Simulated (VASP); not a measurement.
Write the native input for VASP 6.6.1 that does the following.

```
Task                   : single point
Functional             : PBE
Potentials or basis    : VASP PAW PBE potentials, release 64 (Hg)
Cutoff                 : 520 eV
k mesh                 : 12 × 12 × 12
Occupations            : fermi-dirac, width 0.08 eV
Spin                   : no spin polarisation
Dipole correction      : no
Further INCAR settings : ALGO = Normal; EDIFF = 1e-06; NBANDS = 12
```

The structure of Hg lies in POSCAR:

```
Hg
1.0
    3.1006104641      0.0000000000      0.0000000000
    0.0000000000      3.1006104641      0.0000000000
    0.0000000000      0.0000000000      3.1006104641
Hg
1
Direct
    0.0000000000      0.0000000000      0.0000000000
```

The input as run:

INCAR

```
SYSTEM = Hg
ALGO     = Normal         ! electronic algorithm
EDIFF    = 1E-6           ! SCF threshold, eV
ENCUT    = 520            ! plane-wave cutoff, eV
GGA      = PE             ! functional
ISIF     = 2              ! what is computed and relaxed
ISMEAR   = -1             ! smearing method
LASPH    = .TRUE.         ! aspherical terms in the spheres
LCHARG   = .FALSE.        ! write CHGCAR
LREAL    = .FALSE.        ! projectors in reciprocal space
LWAVE    = .FALSE.        ! write WAVECAR
NBANDS   = 12             ! bands
NELM     = 60             ! most SCF steps
PREC     = Accurate       ! precision mode
SIGMA    = 0.08           ! smearing width, eV
```

KPOINTS

```
k-points
0
G
  12 12 12
  0 0 0
```

Potentials or basis: VASP PAW PBE potentials, release 64 (Hg).

Launch:

```bash
$ cat potpaw_PBE.64/Hg/POTCAR > POTCAR
$ mpirun -np 1 vasp_std > vasp.out
```

Results of the run:

| Item | Value |
| --- | --- |
| Pressure | 0.1 GPa |
| Band gap on the k mesh | zero (bands 6 and 7 overlap by 4.97 eV) |

Caveat: spin-orbit coupling is left out, which moves the levels of the heavy elements.

Wall time 22 s on 1 thread of Intel Xeon 8259CL, with other jobs on the host, peak memory 0.16 GiB.
